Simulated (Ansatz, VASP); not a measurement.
**Two plane-wave programs on W**

```
CELL_PARAMETERS angstrom
-1.60884 1.60884 1.60884
1.60884 -1.60884 1.60884
1.60884 1.60884 -1.60884
ATOMIC_POSITIONS crystal
W 0.00000 0.00000 0.00000
```

Alike in both runs: task single point; functional LDA; k mesh 22 × 22 × 22; occupations gaussian, width 0.15 eV; no spin polarisation.

|  | VASP | Ansatz |
| --- | --- | --- |
| version | VASP 6.6.1 | Ansatz 0.2.0 |
| potentials or method | VASP PAW LDA potentials, release 64 (W_sv), cutoff 520 eV | scalar-relativistic, plane waves, PAW |
| valence electrons in the cell | 14 | 14 |

|  | VASP | Ansatz | Ansatz less VASP |
| --- | --- | --- | --- |
| gap on the k mesh at the Fermi level (eV) | none | none | - |
| pressure (GPa) | -20.7 | -22.1 | -1.36 |

Ansatz warns that its potentials were made for another functional, while VASP's fit it. LDA's correlation is that of Perdew and Zunger in VASP and of Perdew and Wang (1992) in Ansatz. A gap of «none» marks a metal or a gap that the smearing closes.

Neither program's run includes spin-orbit coupling.
